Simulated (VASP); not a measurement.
# Si3C (R3m) in VASP: a series of runs, part 2 of 2

VASP 6.6.1.

## Step 3: Single point, PBE

This run uses another cell than the first one, of 14.67 Å³/atom.

INCAR reads:

```
  ALGO = Normal
  EDIFF = 1E-7
  ENCUT = 520
  GGA = PE
  ISIF = 2
  ISMEAR = -1
  LASPH = True
  LCHARG = False
  LREAL = False
  LWAVE = False
  NBANDS = 16
  NELM = 80
  PREC = Accurate
  SIGMA = 0.02
```

KPOINTS reads:

```
k-points
0
Gamma
  8 8 8
```

POSCAR reads:

```
Si3C
1.0
    1.6986092200      0.9806924904      5.8709470658
   -1.6986092200      0.9806924904      5.8709470658
    0.0000000000     -1.9613849808      5.8709470658
C Si
1 3
Direct
    0.9989692145     -0.0010307855     -0.0010307855
    0.4966194396      0.4966194396      0.4966194396
    0.3638777820      0.3638777820      0.3638777820
    0.8905335639      0.8905335639      0.8905335639
```

Potentials or basis: VASP PAW PBE potentials, release 64 (C, Si).

Run with:

```
$ cat potpaw_PBE.64/C/POTCAR potpaw_PBE.64/Si/POTCAR > POTCAR
$ mpirun -np 1 vasp_std > vasp.out
```

OUTCAR:

```text
EDIFF = 1E-7
   ENCUT = 520
   GGA = PE
   ISIF = 2
   ISMEAR = -1
   LASPH = True
   LREAL = False
   NELM = 80
   PREC = Accurate

 ion  position               nearest neighbor table
   1  0.999  0.999  0.999-   4 1.91   3 2.04   3 2.04   3 2.04
   2  0.497  0.497  0.497-   4 2.23   4 2.23   4 2.23   3 2.34
   3  0.364  0.364  0.364-   1 2.04   1 2.04   1 2.04   2 2.34
   4  0.891  0.891  0.891-   1 1.91   2 2.23   2 2.23   2 2.23

  LATTYP: Found a trigonal (rhomboedric) cell.
 ALAT       =     6.1899152250
 COS(alpha) =     0.8493921712

  Lattice vectors:

 A1 = (   1.6986092200,   0.9806924904,   5.8709470658)
 A2 = (  -1.6986092200,   0.9806924904,   5.8709470658)
 A3 = (   0.0000000000,  -1.9613849808,   5.8709470658)

Analysis of symmetry for initial positions (statically):
=====================================================================
 Subroutine PRICEL returns:
 Original cell was already a primitive cell.

 Routine SETGRP: Setting up the symmetry group for a
 trigonal (rhombohedral) supercell.

 Subroutine GETGRP returns: Found  6 space group operations
 (whereof  6 operations were pure point group operations)
 out of a pool of 12 trial point group operations.

The static configuration has the point symmetry C_3v.

Analysis of symmetry for dynamics (positions and initial velocities):
=====================================================================
 Subroutine PRICEL returns:
 Original cell was already a primitive cell.

 Routine SETGRP: Setting up the symmetry group for a
 trigonal (rhombohedral) supercell.

 Subroutine GETGRP returns: Found  6 space group operations
 (whereof  6 operations were pure point group operations)
 out of a pool of 12 trial point group operations.

The dynamic configuration has the point symmetry C_3v.

 Subroutine INISYM returns: Found  6 space group operations
 (whereof  6 operations are pure point group operations),
 and found     1 'primitive' translations

----------------------------------------------------------------------------------------

                                     Primitive cell

  volume of cell :      58.6794

  direct lattice vectors                    reciprocal lattice vectors
     1.698609220  0.980692490  5.870947066     0.294358463  0.169947938  0.056776757
    -1.698609220  0.980692490  5.870947066    -0.294358463  0.169947938  0.056776757
     0.000000000 -1.961384981  5.870947066     0.000000000 -0.339895876  0.056776757

  length of vectors
     6.189915225  6.189915225  6.189915225     0.344605291  0.344605291  0.344605291

  position of ions in fractional coordinates (direct lattice)
     0.998969215  0.998969215  0.998969215
     0.496619440  0.496619440  0.496619440
     0.363877782  0.363877782  0.363877782
     0.890533564  0.890533564  0.890533564

  ion indices of the primitive-cell ions
   primitive index   ion index
                 1           1
                 2           2
                 3           3
                 4           4

----------------------------------------------------------------------------------------

 KPOINTS: k-points

[... 22 lines left out ...]
 Following reciprocal coordinates:
            Coordinates               Weight
  0.000000  0.000000  0.000000      1.000000
  0.125000 -0.000000  0.000000      6.000000
  0.250000 -0.000000  0.000000      6.000000
  0.375000  0.000000  0.000000      6.000000
  0.500000 -0.000000  0.000000      3.000000
  0.125000  0.125000  0.000000      6.000000
[... 16 lines left out ...]
  0.250000  0.125000  0.125000      6.000000
  0.375000  0.125000  0.125000      6.000000
 [... further k-points ...]
   k-points           NKPTS =     65   k-points in BZ     NKDIM =     65   number of bands    NBANDS=     16
   number of dos      NEDOS =    301   number of ions     NIONS =      4
   total plane-waves  NPLWV = 110592
   dimension x,y,z NGX =    48 NGY =   48 NGZ =   48
   dimension x,y,z NGXF=    96 NGYF=   96 NGZF=   96
   ions per type =               1   3
   NGX,Y,Z   is equivalent  to a cutoff of  12.89, 12.89, 12.89 a.u.
   NGXF,Y,Z  is equivalent  to a cutoff of  25.78, 25.78, 25.78 a.u.
 SYSTEM =  unknown system
   PREC   = accura    normal or accurate (medium, high low for compatibility)
   ISTART =      0    job   : 0-new  1-cont  2-samecut
   ICHARG =      2    charge: 1-file 2-atom 10-const
   ISPIN  =      1    spin polarized calculation?
   LNONCOLLINEAR =      F non collinear calculations
   LSORBIT =      F    spin-orbit coupling
   LASPH  =      T    aspherical Exc in radial PAW
   ENCUT  =  520.0 eV  38.22 Ry    6.18 a.u.  11.51 11.51 11.51*2*pi/ulx,y,z
   NELM   =     80;   NELMIN=  2; NELMDL= -5     # of ELM steps
   EDIFF  = 0.1E-06   stopping-criterion for ELM
   LREAL  =      F    real-space projection
   EDIFFG = 0.1E-05   stopping-criterion for IOM
   NSW    =      0    number of steps for IOM
   IBRION =     -1    ionic relax: 0-MD 1-quasi-New 2-CG
   NFREE  =      0    steps in history (QN), initial steepest desc. (CG)
   ISIF   =      2    stress and relaxation
   ISYM   =      2    0-nonsym 1-usesym 2-fastsym
   POTIM  = 0.5000    time-step for ionic-motion
   TEBEG  =    0.0;   TEEND  =   0.0 temperature during run
   PSTRESS=    0.0 pullay stress
   NELECT =      16.0000    total number of electrons
   NUPDOWN=      -1.0000    fix difference up-down
   EMIN   =  10.00;   EMAX   =-10.00  energy-range for DOS
   EFERMI =   0.00;   METHOD = LEGACY
   ISMEAR =    -1;   SIGMA  =   0.02  broadening in eV -4-tet -1-fermi 0-gaus
   EFERMI_NEDOS =   21; number of points for ismear=-14 and -15
   IALGO  =     38    algorithm
   IMIX   =      4    mixing-type and parameters
     AMIX     =   0.40;   BMIX     =  1.00
     AMIX_MAG =   1.60;   BMIX_MAG =  1.00
  volume/ion in A,a.u.               =      14.67        99.00
  Fermi-wavevector in a.u.,A,eV,Ry     =   1.061580  2.006096 15.333127  1.126953
  Thomas-Fermi vector in A             =   2.197001
   LORBIT       =      0    0 simple, 1 ext, 2 COOP (PROOUT), +10 PAW based schemes
   GGA     = PE    functional components
   LHFCALC =     F    Hartree Fock is set to
   AEXX    =    0.0000 exact exchange contribution
   IVDW    =     0    specifies the selected vdW correction
   LEPSILON=     F    determine dielectric tensor
   LRPA    =     F    only Hartree local field effects (RPA)
 non-spin polarized calculation
  energy-cutoff  :      520.00
  volume of cell :       58.68
 maximum number of plane-waves:      1597
 NGX is ok and might be reduce to    48
   NGX = 23   NGY = 23   NGZ = 23

 number of electron      16.0000000 magnetization

 Free energy of the ion-electron system (eV)
  ---------------------------------------------------
  ext. energy  EPLUGINS =         0.00000000
  ---------------------------------------------------
  free energy    TOTEN  =       -24.25170350 eV

  energy without entropy =      -24.24985387  energy(sigma->0) =      -24.25077869

 E-fermi :   8.1180     XC(G=0): -10.3401

 val. band max:        8.0980978575   @ k =   0.3750   0.3750   0.0000
 cond. band min:       8.1260915631   @ k =   0.1250  -0.0000   0.0000
 fundamental gap:      0.0279937056
 Fermi energy:         8.1179891813

 k-point     1 :       0.0000    0.0000    0.0000
  band No.  band energies     occupation
      1      -7.0836      2.00000
      2      -3.6217      2.00000
      3      -1.0311      2.00000
      4       4.9747      2.00000
      5       4.9747      2.00000
      6       6.4033      2.00000
[... 433 lines left out ...]
      3       0.2046      2.00000
      4       2.0818      2.00000
      5       4.2088      2.00000
      6       4.7132      2.00000
[... 8 lines left out ...]
     15      14.7648      0.00000
     16      15.6752      0.00000

 [... further k-points ...]

------------------------ aborting loop because EDIFF is reached ----------------------------------------

  FORCE on cell =-STRESS in cart. coord.  units (eV):
  Direction    XX          YY          ZZ          XY          YZ          ZX
  --------------------------------------------------------------------------------------
  -------------------------------------------------------------------------------------
  Total        0.4316630      0.4316630      0.8687314      0.0000000     -0.0000000      0.0000000
  in kB       11.7860876     11.7860876     23.7197642      0.0000000     -0.0000000      0.0000000
  external PRESSURE =      15.7639798 kB  Pullay stress =       0.0000000 kB

 VOLUME and BASIS-vectors are now :
 -----------------------------------------------------------------------------
  energy-cutoff  :      520.00
  volume of cell :       58.68
      direct lattice vectors                 reciprocal lattice vectors
     1.698609220  0.980692490  5.870947066     0.294358463  0.169947938  0.056776757
    -1.698609220  0.980692490  5.870947066    -0.294358463  0.169947938  0.056776757
     0.000000000 -1.961384981  5.870947066     0.000000000 -0.339895876  0.056776757

 POSITION                                       TOTAL-FORCE (eV/Angst)
 -----------------------------------------------------------------------------------
      0.00000      0.00000     17.59469         0.000000      0.000000      0.096236
      0.00000      0.00000      8.74688         0.000000      0.000000     -0.242421
      0.00000      0.00000      6.40892         0.000000      0.000000     -0.101772
      0.00000      0.00000     15.68483         0.000000      0.000000      0.247957
 -----------------------------------------------------------------------------------
    total drift:                                0.000000      0.000000      0.000091

  FREE ENERGIE OF THE ION-ELECTRON SYSTEM (eV)
  ---------------------------------------------------
  free  energy   TOTEN  =       -24.2517035021 eV

  energy  without entropy=      -24.2498538742  energy(sigma->0) =      -24.25077869
```

Run time: 5.8 min. Hardware: 1 thread of Intel Xeon 8259CL, shared host; peak memory 0.32 GiB.

Results:

```yaml
Free_energy: -24.2517 eV
Pressure: 1.6 GPa
Largest_force: 0.248 eV/Å
Band_gap_on_the_k_mesh: zero (bands 8 and 9 overlap by 1.33 eV)
```

Forces on the atoms (eV/Å):
```
C    0.000  0.000  0.096
Si   0.000  0.000 -0.242
Si   0.000  0.000 -0.102
Si   0.000  0.000  0.248
```

Levels at points of the mesh, in eV from the Fermi level:
```
           k point  band 4  band 5  band 6  band 7  band 8  band 9  band 10  band 11  band 12  band 13
(0.00, 0.00, 0.00)   -3.14   -3.14   -1.71    0.06    0.66    0.66     2.50     3.29     3.29     3.94
(0.50, 0.00, 0.00)   -7.20   -5.43   -4.82   -4.49   -1.80    0.67     1.74     2.66     4.87     5.21
(0.50, 0.50, 0.00)   -8.35   -4.61   -4.59   -2.53   -1.34   -0.67     0.57     1.78     3.34     3.59
(0.50, 0.50, 0.50)   -5.25   -3.13   -3.13    0.38    0.38    1.03     2.59     3.72     3.72     4.67
```

## Step 4: Single point, r2SCAN

This run uses another cell than the first one, of 14.67 Å³/atom.

POSCAR is that of step 3.

INCAR.step1 reads:

```
PREC     = Accurate       # precision mode
ENCUT    = 520            # plane-wave cutoff, eV
ISMEAR   = -1             # smearing method
SIGMA    = 0.02           # smearing width, eV
LREAL    = F              # projectors in reciprocal space
LASPH    = T              # aspherical terms in the spheres
NELM     = 60             # most SCF steps
NBANDS   = 16             # bands
GGA      = PE             # functional
ALGO     = Normal         # electronic algorithm
EDIFF    = 1E-4           # SCF threshold, eV
LWAVE    = T              # write WAVECAR
LCHARG   = F              # write CHGCAR
```

INCAR.step2 reads:

```
PREC     = Accurate       # precision mode
ENCUT    = 520            # plane-wave cutoff, eV
EDIFF    = 1E-7           # SCF threshold, eV
ISMEAR   = -1             # smearing method
SIGMA    = 0.02           # smearing width, eV
LREAL    = F              # projectors in reciprocal space
LASPH    = T              # aspherical terms in the spheres
NELM     = 60             # most SCF steps
ALGO     = Normal         # electronic algorithm
ISIF     = 2              # what is computed and relaxed
LWAVE    = F              # write WAVECAR
LCHARG   = T              # write CHGCAR
METAGGA  = R2SCAN         # meta-GGA
LMIXTAU  = T            
LELF     = T              # ELF
LVHAR    = T            
NBANDS   = 16             # bands
ISTART   = 1
```

KPOINTS reads:

```
Automatic mesh
0
Gamma
  8 8 8
```

Run with:

```
$ cat potpaw_PBE.64/C/POTCAR potpaw_PBE.64/Si/POTCAR > POTCAR
$ cp INCAR.step1 INCAR
$ mpirun -np 1 vasp_std > vasp.out
$ cp INCAR.step2 INCAR
$ mpirun -np 1 vasp_std > vasp.out
```

It took 17 min on 1 thread of Intel Xeon 8259CL, shared host; peak memory 0.38 GiB.

The run converged. Its results:

| Property | Result |
| --- | --- |
| Free energy | -35.0631 eV |
| Pressure | -0.2 GPa |
| Largest force | 0.032 eV/Å |
| Band gap on the k mesh | zero (bands 8 and 9 overlap by 1.25 eV) |

Forces in eV/Å, atoms in the order of the input:
```
C    0.000  0.000 -0.017
Si   0.000  0.000  0.024
Si   0.000  0.000  0.025
Si   0.000  0.000 -0.032
```

Stress tensor (GPa, compression positive):
```
-0.10  0.00  0.00
 0.00 -0.10  0.00
 0.00  0.00 -0.37
```

Levels at points of the mesh, in eV from the Fermi level:
| k point | band 4 | band 5 | band 6 | band 7 | band 8 | band 9 | band 10 | band 11 | band 12 | band 13 |
| --- | --- | --- | --- | --- | --- | --- | --- | --- | --- | --- |
| (0.00, 0.00, 0.00) | -3.44 | -3.44 | -1.92 | 0.15 | 0.63 | 0.63 | 2.62 | 3.43 | 3.43 | 4.12 |
| (0.50, 0.00, 0.00) | -7.60 | -5.79 | -5.14 | -4.86 | -1.98 | 0.78 | 1.90 | 2.88 | 5.23 | 5.56 |
| (0.50, 0.50, 0.00) | -8.81 | -4.98 | -4.94 | -2.80 | -1.51 | -0.63 | 0.71 | 2.06 | 3.51 | 3.74 |
| (0.50, 0.50, 0.50) | -5.56 | -3.43 | -3.43 | 0.33 | 0.33 | 1.18 | 2.76 | 3.88 | 3.88 | 4.89 |

Caveat: the PAW data sets were made with another functional, which shifts forces and pressure a little.

## Step 5: Relaxation of cell and atoms, PBE

This run uses another cell than the first one, of 13.17 Å³/atom.

INCAR reads:

```
  ALGO = Normal
  EDIFF = 1E-6
  EDIFFG = -0.005
  ENCUT = 600
  GGA = PE
  IBRION = 2
  ISIF = 3
  ISMEAR = -1
  LASPH = True
  LCHARG = False
  LREAL = False
  LWAVE = False
  NELM = 60
  NSW = 80
  PREC = Accurate
  SIGMA = 0.02
```

KPOINTS reads:

```
k-points
0
Gamma
  8 8 8
```

POSCAR reads:

```
Si3C
1.0
    1.6697355080      0.9640222450      5.4533333333
   -1.6697355080      0.9640222450      5.4533333333
    0.0000000000     -1.9280444900      5.4533333333
C Si
1 3
Direct
    1.0000000000      0.0000000000      0.0000000000
    0.5000000000      0.5000000000      0.5000000000
    0.3750000000      0.3750000000      0.3750000000
    0.8750000000      0.8750000000      0.8750000000
```

Run with:

```
$ cat potpaw_PBE.64/C/POTCAR potpaw_PBE.64/Si/POTCAR > POTCAR
$ mpirun -np 1 vasp_std > vasp.out
```

Wall time 24 min (1 thread of Intel Xeon 8259CL, shared host); peak memory 0.36 GiB.

Results (log left out):

| Item | Value |
| --- | --- |
| Free energy | -24.2673 eV |
| Relaxed volume | 14.61 Å³/atom |
| Relaxed cell | a = 6.279 Å, b = 6.279 Å, c = 6.279 Å, α = 31.06°, β = 31.06°, γ = 31.06° |
| Space group after relaxing (to 0.1 Å) | R3m (No. 160) |
| Energy gained by relaxing | 517.7 meV/atom |
| Ionic steps | 21 |
| Pressure after relaxing | 0.0 GPa |
| Largest force after relaxing | 0.004 eV/Å |
| Band gap on the k mesh | zero (bands 8 and 9 overlap by 1.77 eV) |

Forces on the atoms (eV/Å):
```
C    0.000  0.000 -0.002
Si   0.000  0.000 -0.004
Si   0.000  0.000  0.003
Si   0.000  0.000  0.003
```

The path:
| step | energy change (eV) | largest force (eV/Å) | pressure (GPa) | volume (Å³) |
| --- | --- | --- | --- | --- |
| 1 | 0.0000 | 6.5520 | 33.49 | 52.67 |
| 2 | -0.6923 | 1.8214 | -16.62 | 76.55 |
| 3 | -1.8765 | 1.3040 | -4.97 | 63.78 |
| 4 | -1.8827 | 1.4917 | -3.86 | 63.20 |
| 5 | -1.8831 | 1.5847 | -3.30 | 62.92 |
| 6 | -1.9991 | 0.4021 | -0.83 | 60.94 |
| 7 | -1.9993 | 0.4608 | -0.71 | 60.86 |
| 8 | -2.0489 | 0.4366 | 0.34 | 59.54 |
| 9 | -2.0506 | 0.6219 | 0.91 | 58.93 |
| 10 | -2.0513 | 0.5554 | 0.76 | 59.11 |
| 11 | -2.0650 | 0.1088 | -0.92 | 59.20 |
| 12 | -2.0658 | 0.1648 | -1.55 | 59.24 |
| 13 | -2.0662 | 0.0491 | -1.30 | 59.22 |
| 14 | -2.0665 | 0.3783 | -0.09 | 58.26 |
| 15 | -2.0693 | 0.2041 | -0.69 | 58.71 |
| 16 | -2.0697 | 0.1725 | 0.60 | 58.22 |
| 17 | -2.0707 | 0.0367 | 0.00 | 58.44 |
| 18 | -2.0707 | 0.0365 | -0.01 | 58.45 |
| 19 | -2.0708 | 0.0076 | 0.02 | 58.44 |
| 20 | -2.0708 | 0.0075 | 0.02 | 58.44 |
| 21 | -2.0708 | 0.0045 | 0.00 | 58.46 |

Final structure:
```cif
data_structure
_symmetry_space_group_name_H-M 'P 1'
_symmetry_Int_Tables_number 1
_cell_length_a 6.2789
_cell_length_b 6.2789
_cell_length_c 6.2789
_cell_angle_alpha 31.059
_cell_angle_beta 31.059
_cell_angle_gamma 31.059
_cell_volume 58.46
loop_
_atom_site_label
_atom_site_type_symbol
_atom_site_fract_x
_atom_site_fract_y
_atom_site_fract_z
_atom_site_occupancy
C1 C 0.99923 0.99923 0.99923 1
Si1 Si 0.49496 0.49496 0.49496 1
Si2 Si 0.36356 0.36356 0.36356 1
Si3 Si 0.89224 0.89224 0.89224 1
```

Levels at points of the mesh, in eV from the Fermi level:
```
           k point  band 4  band 5  band 6  band 7  band 8  band 9  band 10  band 11  band 12
(0.00, 0.00, 0.00)   -3.13   -3.13   -1.90    0.11    1.00    1.00     2.36     3.47     3.47
(0.50, 0.00, 0.00)   -7.18   -5.49   -4.84   -4.51   -1.53    0.75     1.83     2.45     4.61
(0.50, 0.50, 0.00)   -8.28   -4.69   -4.60   -2.63   -1.13   -0.77     0.61     1.68     3.33
(0.50, 0.50, 0.50)   -5.45   -3.12   -3.12    0.75    0.75    1.28     2.62     3.90     3.90
```

## Step 6: The runs side by side

| task | level | cell | cutoff (eV) | gap on the mesh (eV) | pressure (GPa) | largest force (eV/Å) |
| --- | --- | --- | --- | --- | --- | --- |
| single point | PBE | a = 6.281 Å, angles 31.0°, 4 atoms, atomic positions A | 520 | none | -0.1 | 0.02 |
| single point | PBE | a = 6.190 Å, angles 31.9°, 4 atoms, atomic positions B | 520 | none | 1.6 | 0.25 |
| single point | r2SCAN | a = 6.190 Å, angles 31.9°, 4 atoms, atomic positions B | 520 | none | -0.2 | 0.03 |
| relaxation of cell and atoms | PBE | relaxed from a = 5.784 Å, angles 33.6°, 4 atoms, atomic positions C | 600 | none | 0.0 | - |

Alike in all rows: potentials or basis VASP PAW PBE potentials, release 64 (C, Si); no spin polarisation; k mesh 8 × 8 × 8; smearing fermi-dirac 0.02 eV.

Caveats: the PAW data sets were made with another functional, which shifts forces and pressure a little (at least some runs).

Total energies depend on the potentials used, so only differences within one code and one set of settings carry meaning.
